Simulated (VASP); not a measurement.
Set up this calculation in VASP 6.6.1, as the native input.

```
Task                   : single point
Functional             : PBE
Potentials or basis    : VASP PAW PBE potentials, release 64 (Ca_sv, Hf_pv, Te)
Cutoff                 : 520 eV
k mesh                 : 8 × 8 × 8
Occupations            : gaussian, width 0.1 eV
Spin                   : no spin polarisation
Dipole correction      : no
Further INCAR settings : ALGO = Normal; EDIFF = 1e-07; NBANDS = 27
```

The structure of CaHfTe3 lies in POSCAR:

```
CaHfTe3
1.0
    5.5987875189      0.0000000000      0.0000000000
    0.0000000000      5.5987875189      0.0000000000
    0.0000000000      0.0000000000      5.5987875189
Ca Hf Te
1 1 3
Direct
    0.0000000000      0.0000000000      0.0000000000
    0.5000000000      0.5000000000      0.5000000000
    0.0000000000      0.5000000000      0.5000000000
    0.5000000000      0.0000000000      0.5000000000
    0.5000000000      0.5000000000      0.0000000000
```

These files were run (other wordings do the same):

INCAR

```
PREC     = Accurate       # precision mode
ENCUT    = 520            # plane-wave cutoff, eV
EDIFF    = 1E-7           # SCF threshold, eV
ISMEAR   = 0              # smearing method
SIGMA    = 0.1            # smearing width, eV
LREAL    = False          # projectors in reciprocal space
LASPH    = True           # aspherical terms in the spheres
NELM     = 60             # most SCF steps
ALGO     = Normal         # electronic algorithm
ISIF     = 2              # what is computed and relaxed
LWAVE    = False          # write WAVECAR
LCHARG   = False          # write CHGCAR
GGA      = PE             # functional
NBANDS   = 27             # bands
```

KPOINTS

```
Automatic mesh
0
Gamma
  8 8 8
```

Potentials or basis: VASP PAW PBE potentials, release 64 (Ca_sv, Hf_pv, Te).

Command:

```console
$ cat potpaw_PBE.64/Ca_sv/POTCAR potpaw_PBE.64/Hf_pv/POTCAR potpaw_PBE.64/Te/POTCAR > POTCAR
$ mpirun -np 1 vasp_std > vasp.out
```

It gave:

```yaml
Pressure: -0.1 GPa
Band_gap_on_the_k_mesh: zero (bands 19 and 20 overlap by 0.35 eV)
```

Caveat: spin-orbit coupling is left out, which moves the levels of the heavy elements.

Wall time 86 s on 1 thread of Intel(R) Xeon(R) 6975P-C (Granite Rapids), on a shared host, peak memory 0.37 GiB.
